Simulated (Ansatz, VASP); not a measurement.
Nb: VASP beside Ansatz

The input INCAR:

```
SYSTEM = Nb
ALGO = Fast ; EDIFF = 1E-6
ENCUT = 520 ; GGA = PS
ISIF = 2 ; ISMEAR = 0
LASPH = .True. ; LCHARG = .False.
LREAL = .False. ; LWAVE = .False.
NBANDS = 12 ; NELM = 100
PREC = Accurate ; SIGMA = 0.15
```

Contents of KPOINTS:

```
k-points
0
Gamma
  20 20 20
  0 0 0
```

File POSCAR:

```
Nb
1.0
   -1.6639500000      1.6639500000      1.7471475000
    1.6639500000     -1.6639500000      1.7471475000
    1.6639500000      1.6639500000     -1.7471475000
Nb
1
Direct
    0.0000000000      0.0000000000      0.0000000000
```

Input for Ansatz:

```yaml
crystal:
  lattice:
    - [-1.66395, 1.66395, 1.7471475]
    - [1.66395, -1.66395, 1.7471475]
    - [1.66395, 1.66395, -1.7471475]
  atoms:
    - { symbol: Nb, position: [0.0, 0.0, 0.0] }
basis:
  ecutwfc: 420
kpoints:
  mp_grid: { grid: [20, 20, 20] }
hamiltonian:
  xc: pbesol
scf:
  occupations: { method: gaussian, width: 0.15 }
output:
  forces: true
  stress: true
  eigenvalues: true
```

Change from the starting cell: strain +0.0500 x Voigt [0, 0, 1, 0, 0, 0], atoms carried along.

Alike in both runs: task single point; functional PBEsol; k mesh 20 × 20 × 20; occupations gaussian, width 0.15 eV; no spin polarisation.

|  | VASP | Ansatz |
| --- | --- | --- |
| version | VASP 6.6.1 | Ansatz 0.2.0 |
| potentials or method | VASP PAW PBE potentials, release 64 (Nb_sv), cutoff 520 eV | scalar-relativistic, plane waves, PAW |
| valence electrons in the cell | 13 | 13 |

Ansatz gave:

* gap on the k mesh at the Fermi level (eV): none
* pressure (GPa): -14.9
* traceless stress, the component that is largest in VASP (GPa): -3.14

Question: What did VASP give for the same quantities?

Answer: gap on the k mesh at the Fermi level (eV): none; pressure (GPa): -15.1; traceless stress, the component that is largest in VASP (GPa): -3.12.

VASP's potentials were made for PBE, not for PBEsol. A gap of «none» marks a metal or a gap that the smearing closes. With one functional, cell and mesh, what is left measures potentials, basis and numerics.
